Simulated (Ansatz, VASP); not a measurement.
**B: VASP beside Ansatz**

File INCAR:

```
SYSTEM = B
PREC     = Accurate       ! precision mode
ENCUT    = 500            ! plane-wave cutoff, eV
EDIFF    = 1E-6           ! SCF threshold, eV
ISMEAR   = -1             ! smearing method
SIGMA    = 0.05           ! smearing width, eV
LREAL    = .False.        ! projectors in reciprocal space
LASPH    = .True.         ! aspherical terms in the spheres
NELM     = 120            ! most SCF steps
ALGO     = Normal         ! electronic algorithm
ISIF     = 2              ! what is computed and relaxed
LWAVE    = .False.        ! write WAVECAR
LCHARG   = .False.        ! write CHGCAR
GGA      = PE             ! functional
NBANDS   = 8              ! bands
GGA_COMPAT= .False.
```

File KPOINTS:

```
Automatic mesh
0
Gamma
  11 11 16
  0 0 0
```

POSCAR

```
B
1.0
    2.3921238388      0.0000000000      0.0000000000
    0.0000000000      2.3921238388      0.0000000000
    0.0000000000      0.0000000000      1.6168918177
B
1
Direct
    0.5000000000      0.5000000000      0.5000000000
```

input.yaml

```yaml
crystal:
  lattice:
    - [2.3921238388, 0.0, 0.0]
    - [0.0, 2.3921238388, 0.0]
    - [0.0, 0.0, 1.6168918177]
  atoms:
    - { symbol: B, position: [0.5, 0.5, 0.5] }
hamiltonian:
  xc: pbe
  pseudopotentials: { kind: paw, azcp: { folder: soft_1 } }
kpoints:
  mp_grid: { grid: [11, 11, 16] }
scf:
  occupations: { method: fermi_dirac, width: 0.05 }
output:
  forces: true
  stress: true
  eigenvalues: true
  write_density: true
  write_potential: true
  elf: true
  volumetric_format: npy
```

Alike in both runs: task single point; functional PBE; k mesh 11 × 11 × 16; occupations fermi-dirac, width 0.05 eV; no spin polarisation.

|  | VASP | Ansatz |
| --- | --- | --- |
| version | VASP 6.6.1 | Ansatz 0.2.0 |
| potentials or method | VASP PAW PBE potentials, release 64 (B) | Ansatz PAW soft_1 |
| plane-wave cutoff (eV) | 500 | 420 |
| valence electrons in the cell | 3 | 3 |

```csv
,VASP,Ansatz,Ansatz less VASP
gap on the k mesh at the Fermi level (eV),none,none,-
pressure (GPa),-9.3,-9.3,+0.03
"traceless stress, the component that is largest in VASP (GPa)",-10.78,-10.78,-0.007
```

A gap of «none» marks a metal or a gap that the smearing closes.
